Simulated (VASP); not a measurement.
# TiB4: relaxation of cell and atoms with PBE

TiB4:

```xyz
5
Lattice="3.0242 0.0000 0.0000 -1.5121 2.6190 0.0000 0.0000 0.0000 5.9408" Properties=species:S:1:pos:R:3 pbc="T T T"
Ti    0.0000    0.0000    2.0351
B     0.0000    1.7460    3.7134
B     1.5121    0.8730    3.7134
B     0.0000    1.7460    1.4279
B     1.5121    0.8730    1.4279
```

```json
{
  "Program": "VASP 6.6.1",
  "Task": "relaxation of cell and atoms",
  "Functional": "PBE",
  "Potentials or basis": "VASP PAW PBE potentials, release 64 (Ti_sv, B)",
  "Cutoff": "600 eV",
  "k mesh": "6 × 6 × 4",
  "Occupations": "gaussian, width 0.1 eV",
  "Spin": "no spin polarisation",
  "Dipole correction": "no",
  "Further INCAR settings": "ALGO = Normal; EDIFF = 1e-07; IBRION = 2; EDIFFG = -0.04; NSW = 90; ISIF = 3"
}
```

```
Relaxed volume                         : 8.07 Å³/atom
Relaxed cell                           : a = 3.040 Å, b = 3.040 Å, c = 5.043 Å, α = 90.00°, β = 90.00°, γ = 120.00°
Space group after relaxing (to 0.05 Å) : P6/mmm (No. 191)
Energy gained by relaxing              : 1540.4 meV/atom
Ionic steps                            : 35
Pressure after relaxing                : -0.1 GPa
Largest force after relaxing           : 0.026 eV/Å
Band gap on the k mesh                 : zero (band 12 reaches 9.38 eV, above the bottom of band 13 at 8.37 eV)
```

Forces on the atoms (eV/Å):
```
Ti   0.000  0.000  0.026
B    0.000  0.000  0.004
B    0.000  0.000  0.004
B    0.000  0.000 -0.017
B    0.000  0.000 -0.017
```

Stress tensor (GPa, compression positive):
```
-0.13  0.00  0.00
 0.00 -0.13  0.00
 0.00  0.00 -0.05
```

Step by step:
```csv
step,energy change (eV),largest force (eV/Å),pressure (GPa),volume (Å³)
1,0.0000,14.2270,61.56,47.05
2,-0.9846,0.8977,-33.42,76.00
3,-4.7485,1.4439,-15.70,58.76
4,-4.7882,1.8903,-12.78,57.83
5,-4.7941,2.2551,-10.25,57.11
6,-5.6109,1.0427,0.11,53.18
7,-5.6840,1.2077,6.24,51.71
8,-5.8767,0.6874,-1.75,53.37
9,-5.8785,0.7016,-2.40,53.53
10,-5.9311,0.3499,-1.01,52.55
11,-5.9699,0.6245,3.01,50.45
12,-5.9910,0.7423,2.38,50.26
13,-6.0509,1.0997,0.64,49.67
14,-6.1608,2.0504,-2.51,48.46
15,-6.3130,4.4747,-5.62,45.88
16,-6.3337,4.5527,-5.82,45.74
17,-6.3937,4.7944,-6.28,45.33
18,-6.5009,5.3566,-6.68,44.48
19,-6.5125,6.5419,-3.84,42.73
20,-6.5551,5.8412,-6.12,43.74
21,-6.5605,6.0816,-5.53,43.35
22,-6.6848,5.8499,-5.58,43.00
23,-6.9398,5.2337,-4.21,41.96
24,-6.3490,4.5895,10.01,39.87
25,-6.9517,5.1575,-3.21,41.67
26,-6.9564,4.9860,-2.16,41.39
27,-7.1598,4.2384,-2.85,41.28
28,-7.5753,1.9415,-3.49,40.94
29,-7.5146,2.5266,2.96,40.22
30,-7.6931,0.2782,-1.90,40.62
31,-7.6933,0.2628,-2.02,40.63
32,-7.6971,0.2034,-1.17,40.49
33,-7.7005,0.0703,0.85,40.18
34,-7.7013,0.0462,0.57,40.23
35,-7.7019,0.0262,-0.10,40.35
```

Final structure:
```xyz
5
Lattice="3.0396 0.0000 0.0000 -1.5198 2.6323 0.0000 0.0000 0.0000 5.0429" Properties=species:S:1:pos:R:3 pbc="T T T"
Ti    0.0000    0.0000    2.0903
B     0.0000    1.7549    3.6520
B     1.5198    0.8774    3.6520
B     0.0000    1.7549    0.5308
B     1.5198    0.8774    0.5308
```

Levels at points of the mesh, in eV from the Fermi level:
| k point | band 10 | band 11 | band 12 | band 13 | band 14 | band 15 |
| --- | --- | --- | --- | --- | --- | --- |
| (0.00, 0.00, 0.00) | 0.35 | 1.00 | 1.00 | 1.13 | 1.13 | 2.28 |
| (0.50, 0.00, 0.00) | -3.61 | -3.39 | -2.74 | 0.47 | 2.98 | 3.40 |
| (0.00, 0.00, 0.50) | -1.34 | -1.16 | -1.16 | 0.74 | 0.74 | 3.89 |
| (0.50, 0.00, 0.50) | -3.52 | -1.61 | -1.39 | 0.97 | 2.99 | 3.00 |

Wall time 14 min on 1 thread of AMD EPYC 7R43 64-Core Processor (Zen 3), with other jobs on the host, peak memory 0.15 GiB.

Caveat: the k points lie up to 0.40 Å⁻¹ apart in the final cell; this functional lacks dispersion, which binds the layers, so the pressure and a relaxed spacing across them are unreliable.
